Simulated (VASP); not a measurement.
A run of VASP 6.6.1 is set up as follows.

Contents of INCAR:

```
SYSTEM = HfO2
ALGO     = Normal         ! electronic algorithm
EDIFF    = 1E-6           ! SCF threshold, eV
ENCUT    = 520            ! plane-wave cutoff, eV
GGA      = PS             ! functional
ISIF     = 2              ! what is computed and relaxed
ISMEAR   = -1             ! smearing method
LASPH    = .TRUE.         ! aspherical terms in the spheres
LCHARG   = .FALSE.        ! write CHGCAR
LREAL    = .FALSE.        ! projectors in reciprocal space
LWAVE    = .FALSE.        ! write WAVECAR
NBANDS   = 56             ! bands
NELM     = 60             ! most SCF steps
PREC     = Accurate       ! precision mode
SIGMA    = 0.05           ! smearing width, eV
```

The input KPOINTS:

```
k-points
0
G
  5 5 5
  0 0 0
```

POSCAR

```
HfO2
1.0
    5.1180000000      0.0000000000      0.0000000000
    0.0000000000      5.1857000000      0.0000000000
   -0.8586630598      0.0000000000      5.2138671406
Hf O
4 8
Direct
    0.2755000000      0.4603000000      0.7080000000
    0.7245000000      0.9603000000      0.7920000000
    0.7245000000      0.5397000000      0.2920000000
    0.2755000000      0.0397000000      0.2080000000
    0.0742000000      0.1684000000      0.8467000000
    0.9258000000      0.6684000000      0.6533000000
    0.9258000000      0.8316000000      0.1533000000
    0.0742000000      0.3316000000      0.3467000000
    0.4487000000      0.7419000000      0.9801000000
    0.5513000000      0.2419000000      0.5199000000
    0.5513000000      0.2581000000      0.0199000000
    0.4487000000      0.7581000000      0.4801000000
```

Potentials or basis: VASP PAW PBE potentials, release 64 (Hf_pv, O).

Run with:

```bash
$ cat potpaw_PBE.64/Hf_pv/POTCAR potpaw_PBE.64/O/POTCAR > POTCAR
$ mpirun -np 1 vasp_std > vasp.out
```

(1) What does it give for the pressure?

(2) Estimate the band gap on the k mesh.

(3) What does it give for the largest force?

Answers

(1) -4.6 GPa.

(2) 4.06 eV, indirect (least direct gap 4.13 eV).

(3) 0.432 eV/Å.

Caveat: the PAW data sets were made with another functional, which shifts forces and pressure a little; spin-orbit coupling is left out, which moves the levels of the heavy elements.
